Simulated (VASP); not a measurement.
AgRh, 2 atoms in the cell. Symmetry: P-6m2, No. 187, hexagonal system. The conventional cell has a = 2.778 Å, b = 2.778 Å, c = 4.809 Å, α = 90.00°, β = 90.00°, γ = 120.00°. Ag (site symmetry -6m2) has 6 Ag at 2.78 Å and 6 Rh at 2.89 Å within 3.7 Å. Rh (site symmetry -6m2) has 6 Rh at 2.78 Å and 6 Ag at 2.89 Å within 3.7 Å. 

| Item | Value |
| --- | --- |
| Program | VASP 6.6.1 |
| Task | single point |
| Functional | PBEsol |
| Potentials or basis | VASP PAW PBE potentials, release 64 (Ag, Rh_pv) |
| Cutoff | 520 eV |
| k mesh | 11 × 11 × 6 |
| Occupations | fermi-dirac, width 0.05 eV |
| Spin | non-collinear spin, zero start, spin-orbit coupling |
| Starting moments | [[0.0, 0.0, 0.0], [0.0, 0.0, 0.0]] μB |
| Dipole correction | no |
| Further INCAR settings | ALGO = Fast; EDIFF = 1e-06; NBANDS = 38 |

Potentials or basis: VASP PAW PBE potentials, release 64 (Ag, Rh_pv).

Launch:

```bash
$ cat potpaw_PBE.64/Ag/POTCAR potpaw_PBE.64/Rh_pv/POTCAR > POTCAR
$ mpirun -np 1 vasp_ncl > vasp.out
```

Hardware: 1 thread of AMD EPYC 7R13 Processor (Zen 3) (shared host).

Task: How long does it take, and how much memory?

Result: Wall time 3.6 min on 1 thread of AMD EPYC 7R13 Processor (Zen 3), on a shared host, peak memory 0.33 GiB. Counts: scf iterations 13, k points 104.
